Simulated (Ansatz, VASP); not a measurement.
## Bi: VASP beside Ansatz

```xyz
2
Lattice="3.4866 0.0000 0.0000 -1.7433 3.0195 0.0000 0.0000 0.0000 5.8843" Properties=species:S:1:pos:R:3 pbc="T T T"
Bi    0.0000    2.0130    1.4711
Bi    1.7433    1.0065    4.4132
```

Alike in both runs: functional r2SCAN; k mesh 6 × 6 × 4; occupations gaussian, width 0.1 eV; no spin polarisation.

Ansatz relaxed the structure, and its values are those at the end. VASP's run is a single point on that final structure, the one shown.

```csv
,VASP,Ansatz
version,VASP 6.6.1,Ansatz 0.2.0
potentials or method,"VASP PAW PBE potentials, release 64 (Bi_d), cutoff 520 eV","scalar-relativistic, plane waves, PAW"
valence electrons in the cell,30,30
```

```tsv
	VASP	Ansatz	Ansatz less VASP
gap on the k mesh at the Fermi level (eV)	none	none	-
pressure (GPa)	-0.2	-0.2	+0.03
```

VASP's potentials were made for PBE, not for r2SCAN. A gap of «none» marks a metal or a gap that the smearing closes. With one functional, cell and mesh, what is left measures potentials, basis and numerics.

Spin-orbit coupling is off throughout.
